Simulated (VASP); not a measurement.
# MgO (I4mm) in VASP: notebook

The runs below take MgO through single point, with PBE.

All numbers are computed with VASP 6.6.1; they aren't measurements. Logs are shortened: lines on timing, memory, paths and dates and some standing lists are left out, and cuts for length are marked.

### Step 1. The cell of the first run

The structure is tetragonal, space group I4mm (No. 107). The conventional cell has a = 3.008 Å, b = 3.008 Å, c = 4.254 Å, α = 90.00°, β = 90.00°, γ = 90.00°. Within 2.4 Å of Mg (site symmetry 4mm) lie 5 O at 1.77 to 2.16 Å. Within 2.4 Å of O (site symmetry 4mm) lie 5 Mg at 1.77 to 2.16 Å.

### Step 2. Single point, PBE (mode 4 frozen in at -0.215 Å and mode 5 at -0.000 Å (largest displacements))

The input, INCAR:

```
PREC = Accurate
ENCUT = 520
EDIFF = 1E-6
ISMEAR = 0
SIGMA = 0.05
LREAL = F
LASPH = T
NELM = 60
ALGO = Normal
ISIF = 2
LWAVE = F
LCHARG = F
GGA = PE
NBANDS = 11
```

The input, KPOINTS:

```
regular mesh
0
Gamma
  10 10 10
```

The input, POSCAR:

```
MgO
1.0
    0.0000000000      2.1272186771      2.1272186771
    2.1272186771      0.0000000000      2.1272186771
    2.1272186771      2.1272186771      0.0000000000
Mg O
1 1
Direct
   -0.0332654605      0.0332654605      0.0332654605
    0.5505354720      0.4494645280      0.4494645280
```

Potentials or basis: VASP PAW PBE potentials, release 64 (Mg, O).

Launch:

```bash
cat potpaw_PBE.64/Mg/POTCAR potpaw_PBE.64/O/POTCAR > POTCAR
mpirun -np 1 vasp_std > vasp.out
```

OUTCAR:

```text
PREC = Accurate
   ENCUT = 520
   EDIFF = 1E-6
   ISMEAR = 0
   LREAL = F
   LASPH = T
   NELM = 60
   ISIF = 2
   GGA = PE

 ion  position               nearest neighbor table
   1  0.967  0.033  0.033-   2 1.77   2 2.16   2 2.16   2 2.16   2 2.16   2 2.48
   2  0.551  0.449  0.449-   1 1.77   1 2.16   1 2.16   1 2.16   1 2.16   1 2.48

  LATTYP: Found a face centered cubic cell.
 ALAT       =     4.2544373542

  Lattice vectors:

 A1 = (   0.0000000000,   2.1272186771,   2.1272186771)
 A2 = (   2.1272186771,   0.0000000000,   2.1272186771)
 A3 = (   2.1272186771,   2.1272186771,   0.0000000000)

Analysis of symmetry for initial positions (statically):
=====================================================================
 Subroutine PRICEL returns:
 Original cell was already a primitive cell.

 Routine SETGRP: Setting up the symmetry group for a
 face centered cubic supercell.

 Subroutine GETGRP returns: Found  8 space group operations
 (whereof  8 operations were pure point group operations)
 out of a pool of 48 trial point group operations.

The static configuration has the point symmetry C_4v.

Analysis of symmetry for dynamics (positions and initial velocities):
=====================================================================
 Subroutine PRICEL returns:
 Original cell was already a primitive cell.

 Routine SETGRP: Setting up the symmetry group for a
 face centered cubic supercell.

 Subroutine GETGRP returns: Found  8 space group operations
 (whereof  8 operations were pure point group operations)
 out of a pool of 48 trial point group operations.

The dynamic configuration has the point symmetry C_4v.

 Subroutine INISYM returns: Found  8 space group operations
 (whereof  8 operations are pure point group operations),
 and found     1 'primitive' translations

----------------------------------------------------------------------------------------

                                     Primitive cell

  volume of cell :      19.2516

  direct lattice vectors                    reciprocal lattice vectors
     0.000000000  2.127218677  2.127218677    -0.235048707  0.235048707  0.235048707
     2.127218677  0.000000000  2.127218677     0.235048707 -0.235048707  0.235048707
     2.127218677  2.127218677  0.000000000     0.235048707  0.235048707 -0.235048707

  length of vectors
     3.008341503  3.008341503  3.008341503     0.407116303  0.407116303  0.407116303
[... 87 lines left out ...]
   ISIF   =      2    stress and relaxation
   ISYM   =      2    0-nonsym 1-usesym 2-fastsym
   POTIM  = 0.5000    time-step for ionic-motion
   TEBEG  =    0.0;   TEEND  =   0.0 temperature during run
   PSTRESS=    0.0 pullay stress
   NELECT =       8.0000    total number of electrons
   NUPDOWN=      -1.0000    fix difference up-down
   EMIN   =  10.00;   EMAX   =-10.00  energy-range for DOS
   EFERMI =   0.00;   METHOD = LEGACY
   ISMEAR =     0;   SIGMA  =   0.05  broadening in eV -4-tet -1-fermi 0-gaus
   EFERMI_NEDOS =   21; number of points for ismear=-14 and -15
   IALGO  =     38    algorithm
   IMIX   =      4    mixing-type and parameters
     AMIX     =   0.40;   BMIX     =  1.00
     AMIX_MAG =   1.60;   BMIX_MAG =  1.00
  volume/ion in A,a.u.               =       9.63        64.96
  Fermi-wavevector in a.u.,A,eV,Ry     =   1.221657  2.308597 20.305965  1.492446
  Thomas-Fermi vector in A             =   2.356832
   LORBIT       =      0    0 simple, 1 ext, 2 COOP (PROOUT), +10 PAW based schemes
   GGA     = PE    functional components
   LHFCALC =     F    Hartree Fock is set to
   AEXX    =    0.0000 exact exchange contribution
   IVDW    =     0    specifies the selected vdW correction
   LEPSILON=     F    determine dielectric tensor
   LRPA    =     F    only Hartree local field effects (RPA)
 non-spin polarized calculation
 Gauss-broadening in eV      SIGMA  =   0.05
  energy-cutoff  :      520.00
  volume of cell :       19.25
 maximum number of plane-waves:       534
 NGX is ok and might be reduce to    24
   NGX = 11   NGY = 11   NGZ = 11

 number of electron       7.9999999 magnetization

 Free energy of the ion-electron system (eV)
  ---------------------------------------------------
  ext. energy  EPLUGINS =         0.00000000
  ---------------------------------------------------
  free energy    TOTEN  =       -11.45102682 eV

  energy without entropy =      -11.45102682  energy(sigma->0) =      -11.45102682

 E-fermi :   3.1607     XC(G=0): -10.8894

 val. band max:        2.8473164480   @ k =   0.0000   0.0000   0.0000
 cond. band min:       7.2686806455   @ k =   0.0000   0.0000   0.0000
 fundamental gap:      4.4213641975
 Fermi energy:         3.1607425525

 k-point     1 :       0.0000    0.0000    0.0000
  band No.  band energies     occupation
      1     -14.2058      2.00000
      2       2.7235      2.00000
      3       2.8473      2.00000
      4       2.8473      2.00000
      5       7.2687      0.00000
      6      18.8026      0.00000
      7      19.0550      0.00000
      8      19.0550      0.00000
      9      22.1567      0.00000
     10      24.2467      0.00000
     11      24.5078      0.00000
[... 309 lines left out ...]
 k-point    24 :       0.0000   -0.1000    0.1000
  band No.  band energies     occupation
      1     -13.9548      2.00000
      2       1.4369      2.00000
      3       2.5466      2.00000
      4       2.7668      2.00000
      5       8.7265      0.00000
      6      16.3057      0.00000
      7      19.0447      0.00000
      8      19.5209      0.00000
      9      22.1122      0.00000
     10      23.6803      0.00000
     11      25.6838      0.00000

 [... further k-points ...]

------------------------ aborting loop because EDIFF is reached ----------------------------------------

  FORCE on cell =-STRESS in cart. coord.  units (eV):
  Direction    XX          YY          ZZ          XY          YZ          ZX
  --------------------------------------------------------------------------------------
  -------------------------------------------------------------------------------------
  Total        5.3378100     -0.3629469     -0.3629469     -0.0000000      0.0000000      0.0000000
  in kB      444.2293898    -30.2055846    -30.2055846     -0.0000000      0.0000000      0.0000000
  external PRESSURE =     127.9394068 kB  Pullay stress =       0.0000000 kB

 VOLUME and BASIS-vectors are now :
 -----------------------------------------------------------------------------
  energy-cutoff  :      520.00
  volume of cell :       19.25
      direct lattice vectors                 reciprocal lattice vectors
     0.000000000  2.127218677  2.127218677    -0.235048707  0.235048707  0.235048707
     2.127218677  0.000000000  2.127218677     0.235048707 -0.235048707  0.235048707
     2.127218677  2.127218677  0.000000000     0.235048707  0.235048707 -0.235048707

 POSITION                                       TOTAL-FORCE (eV/Angst)
 -----------------------------------------------------------------------------------
      0.14153      2.12722      2.12722        -3.542416      0.000000      0.000000
      1.91222      2.12722      2.12722         3.542416      0.000000      0.000000
 -----------------------------------------------------------------------------------
    total drift:                                0.000008      0.000000      0.000000

  FREE ENERGIE OF THE ION-ELECTRON SYSTEM (eV)
  ---------------------------------------------------
  free  energy   TOTEN  =       -11.4510268183 eV

  energy  without entropy=      -11.4510268183  energy(sigma->0) =      -11.45102682
```

stdout:

```text
POSCAR found type information on POSCAR MgO
 POSCAR found :  2 types and       2 ions
 scaLAPACK will be used
 LDA part: xc-table for (Slater+PW92), standard interpolation
 POSCAR, INCAR and KPOINTS ok, starting setup
 FFT: planning ... GRIDC
 FFT: planning ... GRID_SOFT
 FFT: planning ... GRID
 WAVECAR not read
 entering main loop
```

It took 8.7 s on 1 thread of Intel Xeon 6975P-C, shared host; peak memory 0.15 GiB.

Results:

```yaml
Free_energy: -11.4510 eV
Pressure: 12.8 GPa
Largest_force: 3.542 eV/Å
Band_gap_on_the_k_mesh: 4.42 eV, direct
```

Forces on the atoms (eV/Å):
```
Mg  -3.542  0.000  0.000
O    3.542  0.000  0.000
```

Caveat: the cell differs from its parent crystal (mode 4 frozen in at -0.215 Å and mode 5 at -0.000 Å (largest displacements)); forces of over 1 eV/Å act on the atoms, so gaps and moduli don't describe the material at rest.

### Step 3. Single point, PBE (mode 4 frozen in at -0.129 Å and mode 5 at -0.000 Å (largest displacements))

The input, INCAR:

```
SYSTEM = MgO
ALGO = Normal
EDIFF = 1E-6
ENCUT = 520
GGA = PE
ISIF = 2
ISMEAR = 0
LASPH = .TRUE.
LCHARG = .FALSE.
LREAL = .FALSE.
LWAVE = .FALSE.
NBANDS = 11
NELM = 80
PREC = Accurate
SIGMA = 0.05
```

The input, KPOINTS:

```
k-points
0
G
  10 10 10
  0 0 0
```

The input, POSCAR:

```
MgO
1.0
    0.0000000000      2.1272186771      2.1272186771
    2.1272186771      0.0000000000      2.1272186771
    2.1272186771      2.1272186771      0.0000000000
Mg O
1 1
Direct
   -0.0199592763      0.0199592763      0.0199592763
    0.5303212832      0.4696787168      0.4696787168
```

Potentials or basis: VASP PAW PBE potentials, release 64 (Mg, O).

Launch:

```bash
cat potpaw_PBE.64/Mg/POTCAR potpaw_PBE.64/O/POTCAR > POTCAR
mpirun -np 1 vasp_std > vasp.out
```

Run time: 9.8 s. Hardware: 1 thread of Intel Xeon 6975P-C, shared host; peak memory 0.15 GiB.

The run converged. Its results:

```
Free energy            : -11.7831 eV
Pressure               : 3.5 GPa
Largest force          : 1.388 eV/Å
Band gap on the k mesh : 4.43 eV, direct
```

Forces on the atoms (eV/Å):
```
Mg  -1.388  0.000  0.000
O    1.388  0.000  0.000
```

Stress tensor (GPa, compression positive):
```
13.86  0.00  0.00
 0.00 -1.67  0.00
 0.00  0.00 -1.67
```

Levels at points of the mesh, in eV from the valence-band top:
| k point | band 1 | band 2 | band 3 | band 4 | band 5 | band 6 | band 7 | band 8 |
| --- | --- | --- | --- | --- | --- | --- | --- | --- |
| (0.00, 0.00, 0.00) | -17.09 | -0.06 | 0.00 | 0.00 | 4.43 | 15.75 | 15.84 | 15.84 |
| (0.50, 0.00, 0.00) | -15.90 | -4.45 | -0.61 | -0.58 | 7.75 | 12.11 | 16.00 | 16.16 |
| (0.50, 0.50, 0.00) | -15.65 | -3.93 | -1.32 | -1.29 | 9.25 | 9.46 | 12.83 | 18.47 |
| (0.00, 0.50, 0.50) | -15.66 | -3.88 | -1.27 | -1.27 | 9.13 | 9.39 | 12.85 | 18.59 |

Caveat: the cell differs from its parent crystal (mode 4 frozen in at -0.129 Å and mode 5 at -0.000 Å (largest displacements)); forces of over 1 eV/Å act on the atoms, so gaps and moduli don't describe the material at rest.

### Step 4. Single point, PBE (mode 4 frozen in at -0.086 Å and mode 5 at -0.000 Å (largest displacements))

The input, INCAR:

```
SYSTEM = MgO
PREC = Accurate
ENCUT = 520
EDIFF = 1E-6
ISMEAR = 0
SIGMA = 0.05
LREAL = .FALSE.
LASPH = .TRUE.
NELM = 100
ALGO = Normal
ISIF = 2
LWAVE = .FALSE.
LCHARG = .FALSE.
GGA = PE
NBANDS = 11
```

The input, KPOINTS:

```
Automatic mesh
0
G
  10 10 10
  0 0 0
```

The input, POSCAR:

```
MgO
1.0
    0.0000000000      2.1272186771      2.1272186771
    2.1272186771      0.0000000000      2.1272186771
    2.1272186771      2.1272186771      0.0000000000
Mg O
1 1
Direct
   -0.0133061842      0.0133061842      0.0133061842
    0.5202141888      0.4797858112      0.4797858112
```

Potentials or basis: VASP PAW PBE potentials, release 64 (Mg, O).

Launch:

```bash
cat potpaw_PBE.64/Mg/POTCAR potpaw_PBE.64/O/POTCAR > POTCAR
mpirun -np 1 vasp_std > vasp.out
```

OUTCAR:

```text
SYSTEM = MgO
   PREC = Accurate
   ENCUT = 520
   EDIFF = 1E-6
   ISMEAR = 0
   LREAL = .FALSE.
   LASPH = .TRUE.
   NELM = 100
   ISIF = 2
   GGA = PE

 ion  position               nearest neighbor table
   1  0.987  0.013  0.013-   2 1.98   2 2.13   2 2.13   2 2.13   2 2.13   2 2.27
   2  0.520  0.480  0.480-   1 1.98   1 2.13   1 2.13   1 2.13   1 2.13   1 2.27

  LATTYP: Found a face centered cubic cell.
 ALAT       =     4.2544373542

  Lattice vectors:

 A1 = (   0.0000000000,   2.1272186771,   2.1272186771)
 A2 = (   2.1272186771,   0.0000000000,   2.1272186771)
 A3 = (   2.1272186771,   2.1272186771,   0.0000000000)

Analysis of symmetry for initial positions (statically):
=====================================================================
 Subroutine PRICEL returns:
 Original cell was already a primitive cell.

 Routine SETGRP: Setting up the symmetry group for a
 face centered cubic supercell.

 Subroutine GETGRP returns: Found  8 space group operations
 (whereof  8 operations were pure point group operations)
 out of a pool of 48 trial point group operations.

The static configuration has the point symmetry C_4v.

Analysis of symmetry for dynamics (positions and initial velocities):
[... 174 lines left out ...]
      6      18.6283      0.00000
      7      18.6694      0.00000
      8      18.6694      0.00000
      9      22.3878      0.00000
     10      24.1856      0.00000
     11      24.2306      0.00000
[... 309 lines left out ...]
 k-point    24 :       0.0000   -0.1000    0.1000
  band No.  band energies     occupation
      1     -13.9002      2.00000
      2       1.5854      2.00000
      3       2.6239      2.00000
      4       2.8426      2.00000
      5       8.8199      0.00000
      6      16.2870      0.00000
      7      18.9558      0.00000
      8      19.2954      0.00000
      9      22.0479      0.00000
     10      23.5405      0.00000
     11      25.5509      0.00000

 [... further k-points ...]

------------------------ aborting loop because EDIFF is reached ----------------------------------------

  FORCE on cell =-STRESS in cart. coord.  units (eV):
  Direction    XX          YY          ZZ          XY          YZ          ZX
  --------------------------------------------------------------------------------------
  -------------------------------------------------------------------------------------
  Total        0.6607960     -0.1448016     -0.1448016      0.0000000      0.0000000      0.0000000
  in kB       54.9935316    -12.0508497    -12.0508497      0.0000000      0.0000000      0.0000000
  external PRESSURE =      10.2972774 kB  Pullay stress =       0.0000000 kB

 VOLUME and BASIS-vectors are now :
 -----------------------------------------------------------------------------
  energy-cutoff  :      520.00
  volume of cell :       19.25
      direct lattice vectors                 reciprocal lattice vectors
     0.000000000  2.127218677  2.127218677    -0.235048707  0.235048707  0.235048707
     2.127218677  0.000000000  2.127218677     0.235048707 -0.235048707  0.235048707
     2.127218677  2.127218677  0.000000000     0.235048707  0.235048707 -0.235048707

 POSITION                                       TOTAL-FORCE (eV/Angst)
 -----------------------------------------------------------------------------------
      0.05661      2.12722      2.12722        -0.787056      0.000000      0.000000
      2.04122      2.12722      2.12722         0.787056      0.000000      0.000000
 -----------------------------------------------------------------------------------
    total drift:                                0.000078     -0.000000     -0.000000

  FREE ENERGIE OF THE ION-ELECTRON SYSTEM (eV)
  ---------------------------------------------------
  free  energy   TOTEN  =       -11.8593124367 eV

  energy  without entropy=      -11.8593124367  energy(sigma->0) =      -11.85931244
```

Run time: 8.8 s. Hardware: 1 thread of Intel Xeon 6975P-C, shared host; peak memory 0.15 GiB.

Results:

| Quantity | Value |
| --- | --- |
| Free energy | -11.8593 eV |
| Pressure | 1.0 GPa |
| Largest force | 0.787 eV/Å |
| Band gap on the k mesh | 4.44 eV, direct |

Forces in eV/Å, atoms in the order of the input:
```
Mg  -0.787  0.000  0.000
O    0.787  0.000  0.000
```

Stress tensor (GPa, compression positive):
```
 5.50  0.00  0.00
 0.00 -1.21  0.00
 0.00  0.00 -1.21
```

Caveat: the cell differs from its parent crystal (mode 4 frozen in at -0.086 Å and mode 5 at -0.000 Å (largest displacements)).
